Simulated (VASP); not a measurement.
# Be (P6_3/mmc) in VASP: further runs, part 2 of 2

VASP 6.6.1. Earlier steps stand in the parts before.

### Step 4. Relaxation of cell and atoms, PBEsol, target pressure 5 GPa, at which the enthalpy is minimised

This run uses another cell than the first one, of 8.11 Å³/atom, 1.034 times its volume.

INCAR

```
SYSTEM = Be
  PREC = Accurate
  ENCUT = 600
  EDIFF = 1E-7
  ISMEAR = -1
  SIGMA = 0.05
  LREAL = .FALSE.
  LASPH = .TRUE.
  NELM = 80
  ALGO = Normal
  ISIF = 3
  LWAVE = .FALSE.
  LCHARG = .FALSE.
  GGA = PS
  IBRION = 2
  NSW = 80
  EDIFFG = -0.02
  PSTRESS = 50.0
```

KPOINTS

```
Automatic mesh
0
G
  13 13 8
  0 0 0
```

POSCAR

```
Be
1.0
    2.2853000000      0.0000000000      0.0000000000
   -1.1426500000      1.9791278553      0.0000000000
    0.0000000000      0.0000000000      3.5842000000
Be
2
Direct
    0.6666666667      0.3333333333      0.7500000000
    0.3333333333      0.6666666667      0.2500000000
```

Potentials or basis: VASP PAW PBE potentials, release 64 (Be).

Launch:

```bash
$ cat potpaw_PBE.64/Be/POTCAR > POTCAR
$ mpirun -np 1 vasp_std > vasp.out
```

OUTCAR:

```text
SYSTEM = Be
   PREC = Accurate
   ENCUT = 600
   EDIFF = 1E-7
   ISMEAR = -1
   LREAL = .FALSE.
   LASPH = .TRUE.
   NELM = 80
   ISIF = 3
   GGA = PS
   IBRION = 2
   NSW = 80
   EDIFFG = -0.02
   PSTRESS = 50.0

 ion  position               nearest neighbor table
   1  0.667  0.333  0.750-   2 2.23   2 2.23   2 2.23   2 2.23   2 2.23   2 2.23
   2  0.333  0.667  0.250-   1 2.23   1 2.23   1 2.23   1 2.23   1 2.23   1 2.23

  LATTYP: Found a hexagonal cell.
 ALAT       =     2.2853000000
 C/A-ratio  =     1.5683717674

  Lattice vectors:

 A1 = (   2.2853000000,   0.0000000000,   0.0000000000)
 A2 = (  -1.1426500000,   1.9791278553,   0.0000000000)
 A3 = (   0.0000000000,   0.0000000000,   3.5842000000)

Analysis of symmetry for initial positions (statically):
=====================================================================
 Subroutine PRICEL returns:
 Original cell was already a primitive cell.

 Routine SETGRP: Setting up the symmetry group for a
 hexagonal supercell.

 Subroutine GETGRP returns: Found 24 space group operations
 (whereof 12 operations were pure point group operations)
 out of a pool of 24 trial point group operations.

The static configuration has the point symmetry D_3d.
 The point group associated with its full space group is D_6h.

Analysis of symmetry for dynamics (positions and initial velocities):
=====================================================================
 Subroutine PRICEL returns:
 Original cell was already a primitive cell.

 Routine SETGRP: Setting up the symmetry group for a
 hexagonal supercell.

 Subroutine GETGRP returns: Found 24 space group operations
 (whereof 12 operations were pure point group operations)
 out of a pool of 24 trial point group operations.

The dynamic configuration has the point symmetry D_3d.
 The point group associated with its full space group is D_6h.

[... 120 lines left out ...]
  Fermi-wavevector in a.u.,A,eV,Ry     =   1.026814  1.940397 14.345258  1.054347
  Thomas-Fermi vector in A             =   2.160726
   LORBIT       =      0    0 simple, 1 ext, 2 COOP (PROOUT), +10 PAW based schemes
   GGA     = PS    functional components
   LHFCALC =     F    Hartree Fock is set to
   AEXX    =    0.0000 exact exchange contribution
   IVDW    =     0    specifies the selected vdW correction
   LEPSILON=     F    determine dielectric tensor
   LRPA    =     F    only Hartree local field effects (RPA)
 conjugate gradient relaxation of ions
 non-spin polarized calculation
  energy-cutoff  :      600.00
  volume of cell :       16.21
 maximum number of plane-waves:       555
   NGX =  9   NGY =  9   NGZ = 15

--------------------------------------- Ionic step        1  -------------------------------------------

 number of electron       4.0000000 magnetization

 Free energy of the ion-electron system (eV)
  ---------------------------------------------------
  ext. energy  EPLUGINS =         0.00000000
  ---------------------------------------------------
  free energy    TOTEN  =        -7.98847737 eV

  energy without entropy =       -7.98739823  energy(sigma->0) =       -7.98793780

------------------------ aborting loop because EDIFF is reached ----------------------------------------

  FORCE on cell =-STRESS in cart. coord.  units (eV):
  Direction    XX          YY          ZZ          XY          YZ          ZX
  --------------------------------------------------------------------------------------
  -------------------------------------------------------------------------------------
  Total       -0.3282876     -0.3282876     -0.4085238      0.0000000      0.0000000     -0.0000000
  in kB      -32.4455932    -32.4455932    -40.3755682      0.0000000      0.0000000     -0.0000000
  external PRESSURE =     -85.0889182 kB  Pullay stress =      50.0000000 kB
[... 139 lines left out ...]
--------------------------------------- Ionic step        5  -------------------------------------------

 number of electron       4.0000000 magnetization

 Free energy of the ion-electron system (eV)
  ---------------------------------------------------
  ext. energy  EPLUGINS =         0.00000000
  ---------------------------------------------------
  free energy    TOTEN  =        -7.98431763 eV

  energy without entropy =       -7.98336843  energy(sigma->0) =       -7.98384303

 E-fermi :   7.1919     XC(G=0): -10.7535

 val. band max:        7.1032430932   @ k =   0.2308   0.1538   0.0000
 cond. band min:       7.2815404560   @ k =   0.3077   0.1538   0.0000
 fundamental gap:      0.1782973628
 Fermi energy:         7.1918903524

 k-point     1 :       0.0000    0.0000    0.0000
  band No.  band energies     occupation
      1      -4.2045      2.00000
      2       2.7921      2.00000
      3       8.7180      0.00000
      4      23.8674      0.00000
      5      23.8674      0.00000
      6      26.8203      0.00000
[... 199 lines left out ...]
 k-point    24 :       0.1538    0.0000    0.1250
  band No.  band energies     occupation
      1      -3.3778      2.00000
      2       2.8883      2.00000
      3       9.9918      0.00000
      4      19.6533      0.00000
      5      21.3253      0.00000
      6      26.0641      0.00000

 [... further k-points ...]
[... 5 lines left out ...]
  --------------------------------------------------------------------------------------
  -------------------------------------------------------------------------------------
  Total        0.4829963      0.4829963      0.5004286      0.0000000      0.0000000      0.0000000
  in kB       51.1472432     51.1472432     52.9932460      0.0000000      0.0000000      0.0000000
  external PRESSURE =       1.7625774 kB  Pullay stress =      50.0000000 kB
[... 21 lines left out ...]
  energy  without entropy=       -7.9833684342  energy(sigma->0) =       -7.98384303

  enthalpy is  TOTEN    =        -7.5121550361 eV   P V=        0.4721625898

 reached required accuracy - stopping structural energy minimisation
```

Run time: 19 s. Hardware: 1 thread of Intel Xeon Platinum 8259CL at 2.50GHz (Skylake/Cascade Lake), shared host; peak memory 0.13 GiB.

What came out:

```yaml
Free_energy: -7.9843 eV
Relaxed_volume: 7.56 Å³/atom
Relaxed_cell: a = 2.233 Å, b = 2.233 Å, c = 3.504 Å, α = 90.00°, β = 90.00°, γ = 120.00°
Space_group_after_relaxing_to_0.05_Å: P6_3/mmc (No. 194)
Energy_change_on_relaxing_the_enthalpy_is_what_falls: +2.1 meV/atom
Ionic_steps: 5
Pressure_after_relaxing: 5.2 GPa
Band_gap_on_the_k_mesh: zero (band 2 reaches 8.49 eV, above the bottom of band 3 at 6.84 eV)
```

Step by step:
```
step  energy change (eV)  largest force (eV/Å)  pressure (GPa)  volume (Å³)
   1              0.0000                0.0000           -3.51        16.21
   2              0.0015                0.0000            4.37        15.22
   3              0.0034                0.0000            4.96        15.16
   4              0.0041                0.0000            5.15        15.14
   5              0.0042                0.0000            5.18        15.13
```

Final structure:
```cif
data_structure
_symmetry_space_group_name_H-M 'P 1'
_symmetry_Int_Tables_number 1
_cell_length_a 2.2328
_cell_length_b 2.2328
_cell_length_c 3.5044
_cell_angle_alpha 90.000
_cell_angle_beta 90.000
_cell_angle_gamma 120.000
_cell_volume 15.13
loop_
_atom_site_label
_atom_site_type_symbol
_atom_site_fract_x
_atom_site_fract_y
_atom_site_fract_z
_atom_site_occupancy
Be1 Be 0.66667 0.33333 0.75000 1
Be2 Be 0.33333 0.66667 0.25000 1
```

Caveat: the cell is relaxed towards a set pressure, so the enthalpy falls and the energy may rise; the PAW data sets were made with another functional, which shifts forces and pressure a little.

### Step 5. The runs side by side

```tsv
task	cell	cutoff (eV)	gap on the mesh (eV)	pressure (GPa)
single point	a = 2.261, b = 2.261, c = 3.543 Å, angles 90.0, 90.0, 120.0°, 2 atoms	520	none	0.5
relaxation of cell and atoms	relaxed from a = 2.285, b = 2.285, c = 3.584 Å, angles 90.0, 90.0, 120.0°, 2 atoms	600	none	0.0
relaxation of cell and atoms	relaxed to 5 GPa from a = 2.285, b = 2.285, c = 3.584 Å, angles 90.0, 90.0, 120.0°, 2 atoms	600	none	5.2
```

Alike in all rows: level PBEsol; potentials or basis VASP PAW PBE potentials, release 64 (Be); no spin polarisation; k mesh 13 × 13 × 8; smearing fermi-dirac 0.05 eV.

Caveats: the PAW data sets were made with another functional, which shifts forces and pressure a little; the cell is relaxed towards a set pressure, so the enthalpy falls and the energy may rise (some runs).

Total energies depend on the potentials used, so only differences within one code and one set of settings carry meaning.
